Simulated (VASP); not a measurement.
Wanted: the native input for a VASP 6.6.1 run.

| Item | Value |
| --- | --- |
| Task | single point |
| Functional | PBEsol |
| Potentials or basis | VASP PAW PBE potentials, release 64 (C) |
| Cutoff | 600 eV |
| k mesh | 9 × 9 × 9 |
| Occupations | gaussian, width 0.01 eV |
| Spin | no spin polarisation |
| Dipole correction | no |
| Further INCAR settings | ALGO = Normal; EDIFF = 1e-06; NBANDS = 11 |

The structure of C lies in POSCAR:

```
C
1.0
    0.0000000000      1.7981092634      1.7981092634
    1.7981092634      0.0000000000      1.7981092634
    1.7981092634      1.7981092634      0.0000000000
C
2
Direct
    0.0000000000      0.0000000000      0.0000000000
    0.2500000000      0.2500000000      0.2500000000
```

These files were run (other wordings do the same):

INCAR

```
SYSTEM = C
ALGO = Normal
EDIFF = 1E-6
ENCUT = 600
GGA = PS
GGA_COMPAT = .FALSE.
ISIF = 2
ISMEAR = 0
LASPH = .TRUE.
LCHARG = .FALSE.
LREAL = .FALSE.
LWAVE = .FALSE.
NBANDS = 11
NELM = 120
PREC = Accurate
SIGMA = 0.01
```

KPOINTS

```
k-points
0
G
  9 9 9
  0 0 0
```

Potentials or basis: VASP PAW PBE potentials, release 64 (C).

Run with:

```console
$ cat potpaw_PBE.64/C/POTCAR > POTCAR
$ mpirun -np 1 vasp_std > vasp.out
```

It gave:

| Item | Value |
| --- | --- |
| Pressure | -14.7 GPa |
| Band gap on the k mesh | 3.98 eV, indirect (least direct gap 5.47 eV) |

Caveat: the PAW data sets were made with another functional, which shifts forces and pressure a little.

It took 8.4 s on 1 thread of Intel Xeon 8259CL, on a shared host, peak memory 0.12 GiB.
